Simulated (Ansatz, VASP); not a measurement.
# AlCo3 in VASP and in Ansatz

```
CELL_PARAMETERS angstrom
3.42009 0.00000 0.00000
0.00000 3.42009 0.00000
0.00000 0.00000 3.42009
ATOMIC_POSITIONS crystal
Al 0.00000 0.00000 0.00000
Co 0.50000 0.50000 0.00000
Co 0.50000 0.00000 0.50000
Co 0.00000 0.50000 0.50000
```

Alike in both runs: task single point; functional PBEsol; k mesh 12 × 12 × 12; occupations gaussian, width 0.1 eV; collinear spin.

|  | VASP | Ansatz |
| --- | --- | --- |
| version | VASP 6.6.1 | Ansatz 0.2.0 |
| potentials or method | VASP PAW PBE potentials, release 64 (Al, Co), cutoff 520 eV | scalar-relativistic, plane waves, PAW |
| valence electrons in the cell | 30 | 54 |

VASP gave:

```
gap on the k mesh at the Fermi level (eV)                     : none
pressure (GPa)                                                : 17.0
net moment per atom (μB)                                      : 0.35
size of the moment on the site where the two differ most (μB) : 0.47
```

Which values does Ansatz return?

gap on the k mesh at the Fermi level (eV): none; pressure (GPa): 17.6; net moment per atom (μB): 0.36; size of the moment on the site where the two differ most (μB): 0.48.

VASP's potentials were made for PBE, not for PBEsol. Site moments also hang on the region over which each program counts them. A gap of «none» marks a metal or a gap that the smearing closes. VASP's potentials hold 30 valence electrons a cell and Ansatz's 54, so a difference there can come from the potentials and not from the codes.
